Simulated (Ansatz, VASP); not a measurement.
PbS: VASP beside Ansatz

INCAR

```
SYSTEM = PbS
PREC = Accurate
ENCUT = 520
EDIFF = 1E-6
ISMEAR = 0
SIGMA = 0.05
LREAL = .FALSE.
LASPH = .TRUE.
NELM = 80
ALGO = Normal
ISIF = 2
LWAVE = .FALSE.
LCHARG = .TRUE.
GGA = PS
LELF = .TRUE.
LVHAR = .TRUE.
NBANDS = 17
```

Contents of KPOINTS:

```
Automatic mesh
0
G
  10 10 10
  0 0 0
```

Contents of POSCAR:

```
PbS
1.0
    0.0000000000      2.9400050500      2.9400050500
    2.9400050500      0.0000000000      2.9400050500
    2.9400050500      2.9400050500      0.0000000000
Pb S
1 1
Direct
    0.0000000000      0.0000000000      0.0000000000
    0.5000000000      0.5000000000      0.5000000000
```

Input for Ansatz:

```yaml
crystal:
  lattice:
    - [0.0, 2.94000505, 2.94000505]
    - [2.94000505, 0.0, 2.94000505]
    - [2.94000505, 2.94000505, 0.0]
  atoms:
    - { symbol: Pb, position: [0.0, 0.0, 0.0] }
    - { symbol: S, position: [0.5, 0.5, 0.5] }
basis:
  ecutwfc: 420
kpoints:
  mp_grid: { grid: [10, 10, 10] }
hamiltonian:
  xc: pbesol
scf:
  occupations: { method: gaussian, width: 0.05 }
output:
  forces: true
  stress: true
  eigenvalues: true
```

Alike in both runs: task single point; functional PBEsol; k mesh 10 × 10 × 10; occupations gaussian, width 0.05 eV; no spin polarisation.

|  | VASP | Ansatz |
| --- | --- | --- |
| version | VASP 6.6.1 | Ansatz 0.2.0 |
| potentials or method | VASP PAW PBE potentials, release 64 (Pb_d, S), cutoff 520 eV | scalar-relativistic, plane waves, PAW |
| valence electrons in the cell | 20 | 20 |

|  | VASP | Ansatz | Ansatz less VASP |
| --- | --- | --- | --- |
| gap on the k mesh at the Fermi level (eV) | 0.15 | 0.15 | -0.006 |
| least direct gap on the mesh (eV) | 0.15 | 0.15 | -0.006 |
| pressure (GPa) | 0.7 | 0.7 | +0.05 |

VASP's potentials were made for PBE, not for PBEsol.

Spin-orbit coupling is off throughout.
